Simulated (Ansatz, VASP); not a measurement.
# One calculation of Re, two programs

```
CELL_PARAMETERS angstrom
-1.50136 1.50136 1.50136
1.50136 -1.50136 1.50136
1.50136 1.50136 -1.50136
ATOMIC_POSITIONS crystal
Re 0.00000 0.00000 0.00000
```

Alike in both runs: task relaxation of cell and atoms; functional PBEsol; k mesh 10 × 10 × 10; occupations gaussian, width 0.1 eV; no spin polarisation.

|  | VASP | Ansatz |
| --- | --- | --- |
| version | VASP 6.6.1 | Ansatz 0.2.0 |
| potentials or method | VASP PAW PBE potentials, release 64 (Re), cutoff 600 eV | scalar-relativistic, plane waves, PAW |
| valence electrons in the cell | 7 | 15 |

|  | VASP | Ansatz | Ansatz less VASP |
| --- | --- | --- | --- |
| gap on the k mesh at the Fermi level, each at its own relaxed structure (eV) | none | none | - |
| relaxed volume (Å³/atom) | 14.68 | 14.66 | -0.017 |
| relaxed cell length with the largest relative difference (Å) | 2.672 | 2.671 | -0.0010 |

VASP's potentials were made for PBE, not for PBEsol. A gap of «none» marks a metal or a gap that the smearing closes. VASP's potentials hold 7 valence electrons a cell and Ansatz's 15, so a difference there can come from the potentials and not from the codes.

Neither program's run includes spin-orbit coupling.
